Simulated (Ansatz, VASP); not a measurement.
One calculation of PbF2, two programs

The input INCAR:

```
SYSTEM = PbF2
  PREC = Accurate
  ENCUT = 520
  EDIFF = 1E-7
  ISMEAR = 0
  SIGMA = 0.1
  LREAL = .False.
  LASPH = .True.
  NELM = 100
  ALGO = Normal
  ISIF = 2
  LWAVE = .False.
  LCHARG = .True.
  GGA = PE
  IVDW = 12
  LELF = .True.
  LVHAR = .True.
  NBANDS = 37
```

The input KPOINTS:

```
regular mesh
0
Gamma
  4 4 4
  0 0 0
```

File POSCAR:

```
PbF2
1.0
    6.0240560000      0.0000000000      0.0000000000
    0.0000000000      3.0020500000      3.0112850000
    0.0000000000     -3.0020500000      3.0112850000
Pb F
2 4
Direct
    0.5000000000      0.9774790000      0.9774790000
    0.0000000000      0.4774790000      0.4774790000
    0.7647730000      0.9736080000      0.4586660000
    0.2352270000      0.4586660000      0.9736080000
    0.7352270000      0.4736080000      0.9586660000
    0.2647730000      0.9586660000      0.4736080000
```

Input for Ansatz:

```yaml
crystal:
  lattice:
    - [6.024056, 0.0, 0.0]
    - [0.0, 3.00205, 3.011285]
    - [0.0, -3.00205, 3.011285]
  atoms:
    - { symbol: Pb, position: [0.5, 0.977479, 0.977479] }
    - { symbol: Pb, position: [0.0, 0.477479, 0.477479] }
    - { symbol: F, position: [0.764773, 0.973608, 0.458666] }
    - { symbol: F, position: [0.235227, 0.458666, 0.973608] }
    - { symbol: F, position: [0.735227, 0.473608, 0.958666] }
    - { symbol: F, position: [0.264773, 0.958666, 0.473608] }
basis:
  ecutwfc: 420
kpoints:
  mp_grid: { grid: [4, 4, 4] }
hamiltonian:
  xc: pbe
  dispersion: d3bj
scf:
  occupations: { method: gaussian, width: 0.1 }
output:
  forces: true
  stress: true
  eigenvalues: true
```

Alike in both runs: task single point; functional PBE; dispersion D3(BJ); k mesh 4 × 4 × 4; occupations gaussian, width 0.1 eV; no spin polarisation.

```csv
,VASP,Ansatz
version,VASP 6.6.1,Ansatz 0.2.0
potentials or method,"VASP PAW PBE potentials, release 64 (Pb_d, F), cutoff 520 eV","scalar-relativistic, plane waves, PAW"
valence electrons in the cell,56,56
```

```tsv
	VASP	Ansatz	Ansatz less VASP
gap on the k mesh at the Fermi level (eV)	4.39	4.40	+0.003
least direct gap on the mesh (eV)	4.52	4.53	+0.003
pressure (GPa)	-1.7	-1.5	+0.20
traceless stress, the component that is largest in VASP (GPa)	0.07	0.07	-0.002
rms of the force components (eV/Å)	0.034	0.033	-0.0010
```

Atom by atom the forces differ by 0.001 eV/Å (rms over components).

Spin-orbit coupling is off throughout.
